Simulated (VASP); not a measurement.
A run of VASP 6.6.1 is set up as follows.

The input INCAR:

```
SYSTEM = Co
  PREC = Accurate
  ENCUT = 520
  EDIFF = 1E-6
  ISMEAR = -1
  SIGMA = 0.05
  LREAL = .FALSE.
  LASPH = .TRUE.
  NELM = 150
  ALGO = Normal
  ISIF = 2
  LWAVE = .FALSE.
  LCHARG = .FALSE.
  ISPIN = 2
  MAGMOM = -1.69 -1.69
  LORBIT = 11
  LMAXMIX = 4
  GGA = PE
  NBANDS = 20
```

The input KPOINTS:

```
regular mesh
0
G
  24 24 13
  0 0 0
```

Contents of POSCAR:

```
Co
1.0
    2.5583181128      0.0000000000      0.0000000000
   -1.2791590564      2.2155684766      0.0000000000
    0.0000000000      0.0000000000      4.1324500572
Co
2
Direct
    0.3333333333      0.6666666667      0.2500000000
    0.6666666667      0.3333333333      0.7500000000
```

Potentials or basis: VASP PAW PBE potentials, release 64 (Co).

Run with:

```console
$ cat potpaw_PBE.64/Co/POTCAR > POTCAR
$ mpirun -np 1 vasp_std > vasp.out
```

(1) Estimate the site moments.

(2) Predict the pressure.

(3) Predict the net moment.

Results:

(1) Co -1.69 μB.

(2) -13.9 GPa.

(3) -3.31 μB per cell.

Caveat: the cell stands under tension.
